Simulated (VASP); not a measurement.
Au, 1 atom in the cell. It takes space group Fm-3m (No. 225, cubic). The conventional cell has a = 4.124 Å, b = 4.124 Å, c = 4.124 Å, α = 90.00°, β = 90.00°, γ = 90.00°. Within 3.8 Å of Au (site symmetry m-3m) lie 12 Au at 2.92 Å. 

| Item | Value |
| --- | --- |
| Program | VASP 6.6.1 |
| Task | single point |
| Functional | r2SCAN |
| Potentials or basis | VASP PAW PBE potentials, release 64 (Au) |
| Cutoff | 550 eV |
| k mesh | 18 × 18 × 18 |
| Occupations | gaussian, width 0.1 eV |
| Spin | no spin polarisation |
| Dipole correction | no |
| Further INCAR settings | ALGO = Normal; EDIFF = 1e-06; NBANDS = 12 |

Potentials or basis: VASP PAW PBE potentials, release 64 (Au).

Run with:

```bash
$ cat potpaw_PBE.64/Au/POTCAR > POTCAR
$ cp INCAR.step1 INCAR
$ mpirun -np 1 vasp_std > vasp.out
$ cp INCAR.step2 INCAR
$ mpirun -np 1 vasp_std > vasp.out
```

Hardware: 1 thread of AMD EPYC 7R43 64-Core Processor (Zen 3), with other jobs on the host.

**Question.** How long does it take, and how much memory?

**Answer.** Wall time 4.2 min on 1 thread of AMD EPYC 7R43 64-Core Processor (Zen 3), with other jobs on the host, peak memory 0.15 GiB. Counts: k points 195.
